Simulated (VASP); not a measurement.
A run of VASP 6.6.1:

File INCAR:

```
SYSTEM = MoRu3W
PREC = Accurate ; ENCUT = 520
EDIFF = 1E-6 ; ISMEAR = 0
SIGMA = 0.1 ; LREAL = .False.
LASPH = .True. ; NELM = 60
ALGO = Fast ; ISIF = 2
LWAVE = .False. ; LCHARG = .False.
GGA = PE ; NBANDS = 43
```

The input KPOINTS:

```
regular mesh
0
Gamma
  4 4 4
  0 0 0
```

File POSCAR:

```
MoRu3W
1.0
    4.2914532000      0.0000000000      0.0000000000
    0.0000000000      4.2914532000      0.0000000000
    0.0000000000      0.0000000000      4.2914532000
Mo Ru W
1 3 1
Direct
    0.5000000000      0.5000000000      0.5000000000
    0.0000000000      0.5000000000      0.5000000000
    0.5000000000      0.0000000000      0.5000000000
    0.5000000000      0.5000000000      0.0000000000
    0.0000000000      0.0000000000      0.0000000000
```

Potentials or basis: VASP PAW PBE potentials, release 64 (Mo_sv, Ru_pv, W_sv).

The run is started by

```sh
$ cat potpaw_PBE.64/Mo_sv/POTCAR potpaw_PBE.64/Ru_pv/POTCAR potpaw_PBE.64/W_sv/POTCAR > POTCAR
$ mpirun -np 1 vasp_std > vasp.out
```

Hardware: 1 thread of Intel Xeon 8259CL (shared host).

Problem. Estimate the wall time of this run.

Solution. Run time: 53 s on 1 thread of Intel Xeon 8259CL, with other jobs on the host, peak memory 0.19 GiB. Counts: scf iterations 17, k points 10.
